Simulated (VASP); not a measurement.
# Ir (Fm-3m) in VASP: notebook

Ir is run at these levels: r2SCAN; tasks: single point.

Program: VASP 6.6.1. These are calculated values, not measurements. Logs are shortened: lines on timing, memory, paths and dates and some standing lists are left out, and cuts for length are marked.

### Step 1. The cell of the first run

The structure is cubic, space group Fm-3m (No. 225). Conventional cell: a = 3.839 Å, b = 3.839 Å, c = 3.839 Å, α = 90.00°, β = 90.00°, γ = 90.00°. Within 3.6 Å of Ir (site symmetry m-3m) lie 12 Ir at 2.71 Å.

### Step 2. Single point, r2SCAN

POSCAR

```
Ir
1.0
    0.0000000000      1.9197000000      1.9197000000
    1.9197000000      0.0000000000      1.9197000000
    1.9197000000      1.9197000000      0.0000000000
Ir
1
Direct
    0.0000000000      0.0000000000      0.0000000000
```

INCAR.step1

```
  ALGO = Normal
  EDIFF = 1E-4
  ENCUT = 520
  GGA = PE
  ISMEAR = 0
  LASPH = True
  LCHARG = False
  LREAL = False
  LWAVE = True
  NBANDS = 10
  NELM = 80
  PREC = Accurate
  SIGMA = 0.1
```

INCAR.step2

```
  ALGO = Normal
  EDIFF = 1E-7
  ENCUT = 520
  ISIF = 2
  ISMEAR = 0
  ISTART = 1
  LASPH = True
  LCHARG = False
  LMIXTAU = True
  LREAL = False
  LWAVE = False
  METAGGA = R2SCAN
  NBANDS = 10
  NELM = 80
  PREC = Accurate
  SIGMA = 0.1
```

KPOINTS

```
k-points
0
Gamma
  8 8 8
```

Potentials or basis: VASP PAW PBE potentials, release 64 (Ir).

The run is started by

```
$ cat potpaw_PBE.64/Ir/POTCAR > POTCAR
$ cp INCAR.step1 INCAR
$ mpirun -np 1 vasp_std > vasp.out
$ cp INCAR.step2 INCAR
$ mpirun -np 1 vasp_std > vasp.out
```

OUTCAR:

```text
EDIFF = 1E-7
   ENCUT = 520
   ISIF = 2
   ISMEAR = 0
   ISTART = 1
   LASPH = True
   LREAL = False
   METAGGA = R2SCAN
   NELM = 80
   PREC = Accurate

 ion  position               nearest neighbor table
   1  0.000  0.000  0.000-

  LATTYP: Found a face centered cubic cell.
 ALAT       =     3.8394000000

  Lattice vectors:

 A1 = (   0.0000000000,   1.9197000000,   1.9197000000)
 A2 = (   1.9197000000,   0.0000000000,   1.9197000000)
 A3 = (   1.9197000000,   1.9197000000,   0.0000000000)

Analysis of symmetry for initial positions (statically):
=====================================================================
 Subroutine PRICEL returns:
 Original cell was already a primitive cell.

 Routine SETGRP: Setting up the symmetry group for a
 face centered cubic supercell.

 Subroutine GETGRP returns: Found 48 space group operations
 (whereof 48 operations were pure point group operations)
 out of a pool of 48 trial point group operations.

The static configuration has the point symmetry O_h .

Analysis of symmetry for dynamics (positions and initial velocities):
=====================================================================
 Subroutine PRICEL returns:
 Original cell was already a primitive cell.

 Routine SETGRP: Setting up the symmetry group for a
 face centered cubic supercell.

 Subroutine GETGRP returns: Found 48 space group operations
 (whereof 48 operations were pure point group operations)
 out of a pool of 48 trial point group operations.

The dynamic configuration has the point symmetry O_h .

 Subroutine INISYM returns: Found 48 space group operations
 (whereof 48 operations are pure point group operations),
 and found     1 'primitive' translations

----------------------------------------------------------------------------------------

                                     Primitive cell

  volume of cell :      14.1491

  direct lattice vectors                    reciprocal lattice vectors
     0.000000000  1.919700000  1.919700000    -0.260457363  0.260457363  0.260457363
     1.919700000  0.000000000  1.919700000     0.260457363 -0.260457363  0.260457363
     1.919700000  1.919700000  0.000000000     0.260457363  0.260457363 -0.260457363

  length of vectors
     2.714865776  2.714865776  2.714865776     0.451125386  0.451125386  0.451125386

  position of ions in fractional coordinates (direct lattice)
     0.000000000  0.000000000  0.000000000

  ion indices of the primitive-cell ions
   primitive index   ion index
                 1           1

----------------------------------------------------------------------------------------

 KPOINTS: k-points

Automatic generation of k-mesh.
 Grid dimensions read from file:
 generate k-points for:    8    8    8

 Generating k-lattice:

  Cartesian coordinates                     Fractional coordinates (reciprocal lattice)
    -0.032557170  0.032557170  0.032557170     0.125000000  0.000000000  0.000000000
     0.032557170 -0.032557170  0.032557170     0.000000000  0.125000000  0.000000000
     0.032557170  0.032557170 -0.032557170     0.000000000  0.000000000  0.125000000

  Length of vectors
     0.056390673  0.056390673  0.056390673

  Shift w.r.t. Gamma in fractional coordinates (k-lattice)
     0.000000000  0.000000000  0.000000000

 Subroutine IBZKPT returns following result:
 ===========================================

 Found     29 irreducible k-points:

 Following reciprocal coordinates:
            Coordinates               Weight
  0.000000  0.000000  0.000000      1.000000
  0.125000  0.000000  0.000000      8.000000
  0.250000  0.000000  0.000000      8.000000
  0.375000  0.000000  0.000000      8.000000
  0.500000  0.000000  0.000000      4.000000
  0.125000  0.125000  0.000000      6.000000
[... 16 lines left out ...]
  0.500000  0.250000  0.125000     48.000000
 -0.375000  0.250000  0.125000     24.000000
 [... further k-points ...]
   k-points           NKPTS =     29   k-points in BZ     NKDIM =     29   number of bands    NBANDS=     10
   number of dos      NEDOS =    301   number of ions     NIONS =      1
   total plane-waves  NPLWV =   8000
   dimension x,y,z NGX =    20 NGY =   20 NGZ =   20
   dimension x,y,z NGXF=    40 NGYF=   40 NGZF=   40
   ions per type =               1
   NGX,Y,Z   is equivalent  to a cutoff of  12.25, 12.25, 12.25 a.u.
   NGXF,Y,Z  is equivalent  to a cutoff of  24.49, 24.49, 24.49 a.u.
 SYSTEM =  unknown system
   PREC   = accura    normal or accurate (medium, high low for compatibility)
   ISTART =      1    job   : 0-new  1-cont  2-samecut
   ICHARG =      0    charge: 1-file 2-atom 10-const
   ISPIN  =      1    spin polarized calculation?
   LNONCOLLINEAR =      F non collinear calculations
   LSORBIT =      F    spin-orbit coupling
   LASPH  =      T    aspherical Exc in radial PAW
   ENCUT  =  520.0 eV  38.22 Ry    6.18 a.u.   5.05  5.05  5.05*2*pi/ulx,y,z
   NELM   =     80;   NELMIN=  2; NELMDL=  0     # of ELM steps
   EDIFF  = 0.1E-06   stopping-criterion for ELM
   LREAL  =      F    real-space projection
   EDIFFG = 0.1E-05   stopping-criterion for IOM
   NSW    =      0    number of steps for IOM
   IBRION =     -1    ionic relax: 0-MD 1-quasi-New 2-CG
   NFREE  =      0    steps in history (QN), initial steepest desc. (CG)
   ISIF   =      2    stress and relaxation
   ISYM   =      2    0-nonsym 1-usesym 2-fastsym
   POTIM  = 0.5000    time-step for ionic-motion
   TEBEG  =    0.0;   TEEND  =   0.0 temperature during run
   PSTRESS=    0.0 pullay stress
   NELECT =       9.0000    total number of electrons
   NUPDOWN=      -1.0000    fix difference up-down
   EMIN   =  10.00;   EMAX   =-10.00  energy-range for DOS
   EFERMI =   0.00;   METHOD = LEGACY
   ISMEAR =     0;   SIGMA  =   0.10  broadening in eV -4-tet -1-fermi 0-gaus
   EFERMI_NEDOS =   21; number of points for ismear=-14 and -15
   IALGO  =     38    algorithm
   IMIX   =      4    mixing-type and parameters
     AMIX     =   0.40;   BMIX     =  1.00
     AMIX_MAG =   1.60;   BMIX_MAG =  1.00
  volume/ion in A,a.u.               =      14.15        95.48
  Fermi-wavevector in a.u.,A,eV,Ry     =   1.407923  2.660589 26.970118  1.982248
  Thomas-Fermi vector in A             =   2.530133
   LORBIT       =      0    0 simple, 1 ext, 2 COOP (PROOUT), +10 PAW based schemes
   METAGGA = R2SCAN    functional components
   LHFCALC =     F    Hartree Fock is set to
   AEXX    =    0.0000 exact exchange contribution
   IVDW    =     0    specifies the selected vdW correction
   LEPSILON=     F    determine dielectric tensor
   LRPA    =     F    only Hartree local field effects (RPA)
 non-spin polarized calculation
 Gauss-broadening in eV      SIGMA  =   0.10
  energy-cutoff  :      520.00
  volume of cell :       14.15
 maximum number of plane-waves:       392
   NGX =  9   NGY =  9   NGZ =  9

 number of electron       9.0000000 magnetization

 Free energy of the ion-electron system (eV)
  ---------------------------------------------------
  ext. energy  EPLUGINS =         0.00000000
  ---------------------------------------------------
  free energy    TOTEN  =       -52.29657755 eV

  energy without entropy =      -52.28985308  energy(sigma->0) =      -52.29321532

 E-fermi :  10.2538     XC(G=0): -15.3243

 val. band max:       10.2004546529   @ k =  -0.3750   0.1250   0.0000
 cond. band min:      10.2885496667   @ k =  -0.3750   0.2500   0.0000
 fundamental gap:      0.0880950139
 Fermi energy:        10.2538177658

 k-point     1 :       0.0000    0.0000    0.0000
  band No.  band energies     occupation
      1      -1.3522      2.00000
      2       6.1850      2.00000
      3       6.1850      2.00000
      4       6.1850      2.00000
      5       8.8876      2.00000
      6       8.8876      2.00000
      7      25.2567      0.00000
      8      31.1415      0.00000
      9      31.1415      0.00000
     10      31.1415      0.00000

 k-point     2 :       0.1250    0.0000    0.0000
  band No.  band energies     occupation
      1      -0.6503      2.00000
      2       5.8472      2.00000
      3       6.4588      2.00000
      4       6.4588      2.00000
      5       8.7428      2.00000
      6       8.7428      2.00000
      7      26.3943      0.00000
      8      28.5042      0.00000
      9      32.2802      0.00000
     10      32.2802      0.00000

 k-point     3 :       0.2500    0.0000    0.0000
  band No.  band energies     occupation
      1       0.9473      2.00000
      2       5.6497      2.00000
      3       6.6201      2.00000
      4       6.6201      2.00000
      5       9.1090      2.00000
      6       9.1090      2.00000
      7      24.7949      0.00000
      8      27.7382      0.00000
      9      34.9984      0.00000
     10      34.9984      0.00000

 k-point     4 :       0.3750    0.0000    0.0000
  band No.  band energies     occupation
      1       1.7459      2.00000
      2       6.2329      2.00000
      3       6.2329      2.00000
      4       7.4516      2.00000
      5      10.3900      0.05408
      6      10.3900      0.05408
      7      20.6523      0.00000
      8      25.8205      0.00000
      9      32.7087      0.00000
     10      32.7087      0.00000

 k-point     5 :       0.5000    0.0000    0.0000
  band No.  band energies     occupation
      1       1.7625      2.00000
      2       6.0248      2.00000
      3       6.0248      2.00000
      4       9.4763      2.00000
      5      11.1159      0.00000
      6      11.1159      0.00000
      7      17.8438      0.00000
      8      24.9025      0.00000
      9      30.9987      0.00000
     10      30.9987      0.00000

 k-point     6 :       0.1250    0.1250    0.0000
  band No.  band energies     occupation
      1      -0.4102      2.00000
      2       5.4981      2.00000
      3       6.7268      2.00000
      4       6.7268      2.00000
      5       8.1141      2.00000
      6       9.1645      2.00000
      7      26.8486      0.00000
      8      29.5709      0.00000
      9      31.3229      0.00000
     10      31.3229      0.00000
[... 183 lines left out ...]
 k-point    21 :       0.5000    0.5000    0.0000
  band No.  band energies     occupation
      1       1.9687      2.00000
      2       2.5526      2.00000
      3      11.0168      0.00000
      4      11.7548      0.00000
      5      11.7548      0.00000
      6      11.9520      0.00000
      7      21.2510      0.00000
      8      22.5082      0.00000
      9      22.5082      0.00000
     10      32.5889      0.00000

 k-point    22 :       0.3750    0.2500    0.1250
  band No.  band energies     occupation
      1       2.4075      2.00000
      2       4.4465      2.00000
      3       6.0468      2.00000
      4       8.2798      2.00000
      5       8.2889      2.00000
      6      10.9966      0.00000
      7      25.3024      0.00000
      8      27.9005      0.00000
      9      29.7517      0.00000
     10      31.8227      0.00000

 k-point    23 :       0.5000    0.2500    0.1250
  band No.  band energies     occupation
      1       3.2890      2.00000
      2       4.9992      2.00000
      3       5.4183      2.00000
      4       7.8150      2.00000
      5      10.0432      1.99711
      6      13.1921      0.00000
      7      20.9883      0.00000
      8      26.3768      0.00000
      9      27.8834      0.00000
     10      32.6695      0.00000

 k-point    24 :      -0.3750    0.2500    0.1250
  band No.  band energies     occupation
      1       3.3031      2.00000
      2       4.7423      2.00000
      3       6.4558      2.00000
      4       7.4783      2.00000
      5      10.8035      0.00000
      6      15.6024      0.00000
      7      17.2455      0.00000
      8      26.7409      0.00000
      9      26.8050      0.00000
     10      31.0236      0.00000

 [... further k-points ...]
[... 5 lines left out ...]
  --------------------------------------------------------------------------------------
  -------------------------------------------------------------------------------------
  Total        0.4781364      0.4781364      0.4781364      0.0000000      0.0000000     -0.0000000
  in kB       54.1417528     54.1417528     54.1417528      0.0000000      0.0000000     -0.0000000
  external PRESSURE =      54.1417528 kB  Pullay stress =       0.0000000 kB

 VOLUME and BASIS-vectors are now :
 -----------------------------------------------------------------------------
  energy-cutoff  :      520.00
  volume of cell :       14.15
      direct lattice vectors                 reciprocal lattice vectors
     0.000000000  1.919700000  1.919700000    -0.260457363  0.260457363  0.260457363
     1.919700000  0.000000000  1.919700000     0.260457363 -0.260457363  0.260457363
     1.919700000  1.919700000  0.000000000     0.260457363  0.260457363 -0.260457363

 POSITION                                       TOTAL-FORCE (eV/Angst)
 -----------------------------------------------------------------------------------
      0.00000      0.00000      0.00000         0.000000      0.000000      0.000000
 -----------------------------------------------------------------------------------
    total drift:                                0.000000      0.000000      0.000000

  FREE ENERGIE OF THE ION-ELECTRON SYSTEM (eV)
  ---------------------------------------------------
  free  energy   TOTEN  =       -52.2965775503 eV

  energy  without entropy=      -52.2898530798  energy(sigma->0) =      -52.29321532
```

Wall time 15 s (1 thread of Intel Xeon Platinum 8375C at 2.90GHz (Ice Lake), shared host); peak memory 0.13 GiB.

Results:

* Free energy: -52.2966 eV
* Pressure: 5.4 GPa

Caveat: the PAW data sets were made with another functional, which shifts forces and pressure a little; spin-orbit coupling is left out, which moves the levels of the heavy elements.

(Part 1 of 2 ends here.)
